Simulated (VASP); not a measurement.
Here is a VASP 6.6.1 calculation.

File POSCAR:

```
Ca3PbO
1.0
    4.8368689718      0.0000000000      0.0000000000
    0.0000000000      4.8368689718      0.0000000000
    0.0000000000      0.0000000000      4.8368689718
Pb O Ca
1 1 3
Direct
    0.0000000000      0.0000000000      0.0000000000
    0.5000000000      0.5000000000      0.5000000000
    0.5000000000      0.5000000000      0.0000000000
    0.0000000000      0.5000000000      0.5000000000
    0.5000000000      0.0000000000      0.5000000000
```

File INCAR.step1:

```
PREC     = Accurate       # precision mode
ENCUT    = 600            # plane-wave cutoff, eV
ISMEAR   = 0              # smearing method
SIGMA    = 0.05           # smearing width, eV
LREAL    = F              # projectors in reciprocal space
LASPH    = T              # aspherical terms in the spheres
NELM     = 80             # most SCF steps
GGA      = PE             # functional
ALGO     = Normal         # electronic algorithm
EDIFF    = 1E-4           # SCF threshold, eV
LWAVE    = T              # write WAVECAR
LCHARG   = F              # write CHGCAR
```

Contents of INCAR.step2:

```
PREC     = Accurate       # precision mode
ENCUT    = 600            # plane-wave cutoff, eV
EDIFF    = 1E-6           # SCF threshold, eV
ISMEAR   = 0              # smearing method
SIGMA    = 0.05           # smearing width, eV
LREAL    = F              # projectors in reciprocal space
LASPH    = T              # aspherical terms in the spheres
NELM     = 80             # most SCF steps
ALGO     = Normal         # electronic algorithm
ISIF     = 3              # what is computed and relaxed
LWAVE    = F              # write WAVECAR
LCHARG   = F              # write CHGCAR
METAGGA  = R2SCAN         # meta-GGA
LMIXTAU  = T            
IBRION   = 2              # ionic algorithm
NSW      = 50             # ionic steps
EDIFFG   = -0.01          # ionic threshold
ISTART   = 1
```

The input KPOINTS:

```
Automatic mesh
0
Gamma
  4 4 4
```

Potentials or basis: VASP PAW PBE potentials, release 64 (Pb_d, O, Ca_sv).

Run with:

```bash
$ cat potpaw_PBE.64/Pb_d/POTCAR potpaw_PBE.64/O/POTCAR potpaw_PBE.64/Ca_sv/POTCAR > POTCAR
$ cp INCAR.step1 INCAR
$ mpirun -np 1 vasp_std > vasp.out
$ cp INCAR.step2 INCAR
$ mpirun -np 1 vasp_std > vasp.out
```

Q: Predict the relaxed volume.

A: 22.79 Å³/atom.

Q: Predict the space group after relaxing (to 0.05 Å).

A: Pm-3m (No. 221).

The path:
| step | energy change (eV) | largest force (eV/Å) | pressure (GPa) | volume (Å³) |
| --- | --- | --- | --- | --- |
| 1 | 0.0000 | 0.0000 | 0.33 | 113.16 |
| 2 | -0.0006 | 0.0000 | -0.06 | 113.93 |

Caveat: the PAW data sets were made with another functional, which shifts forces and pressure a little.
